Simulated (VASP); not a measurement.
Wanted: the native input for a VASP 6.6.1 run.

```
Task                   : single point
Functional             : PBE
Potentials or basis    : VASP PAW PBE potentials, release 64 (Zn, S)
Cutoff                 : 520 eV
k mesh                 : 8 × 8 × 8
Occupations            : gaussian, width 0.05 eV
Spin                   : no spin polarisation
Dipole correction      : no
Further INCAR settings : ALGO = Normal; EDIFF = 1e-07; NBANDS = 16
```

The structure of ZnS lies in POSCAR:

```
ZnS
1.0
    0.0000000000      2.7215639846      2.7215639846
    2.7215639846      0.0000000000      2.7215639846
    2.7215639846      2.7215639846      0.0000000000
Zn S
1 1
Direct
    0.0000000000      0.0000000000      0.0000000000
    0.8051153678      0.8051153678      0.5389948309
```

This cell differs from its parent crystal: atom 2 (S) moved by (-0.600, +0.300) A along [1 1 0] and z.

These files were run (other wordings do the same):

INCAR

```
ALGO = Normal
EDIFF = 1E-7
ENCUT = 520
GGA = PE
ISIF = 2
ISMEAR = 0
LASPH = True
LCHARG = True
LELF = True
LREAL = False
LVHAR = True
LWAVE = False
NBANDS = 16
NELM = 60
PREC = Accurate
SIGMA = 0.05
```

KPOINTS

```
k-points
0
Gamma
  8 8 8
```

Potentials or basis: VASP PAW PBE potentials, release 64 (Zn, S).

Run with:

```sh
$ cat potpaw_PBE.64/Zn/POTCAR potpaw_PBE.64/S/POTCAR > POTCAR
$ mpirun -np 1 vasp_std > vasp.out
```

Results of the run:

- Pressure: 34.5 GPa
- Largest force: 18.051 eV/Å
- Band gap on the k mesh: 1.77 eV

Caveat: the cell differs from its parent crystal (atom 2 (S) moved by (-0.600, +0.300) A along [1 1 0] and z); the cell stands under pressure; forces of over 1 eV/Å act on the atoms, so gaps and moduli don't describe the material at rest.

Run time: 3.3 min on 1 thread of Intel Xeon 8259CL (shared host), peak memory 0.24 GiB.
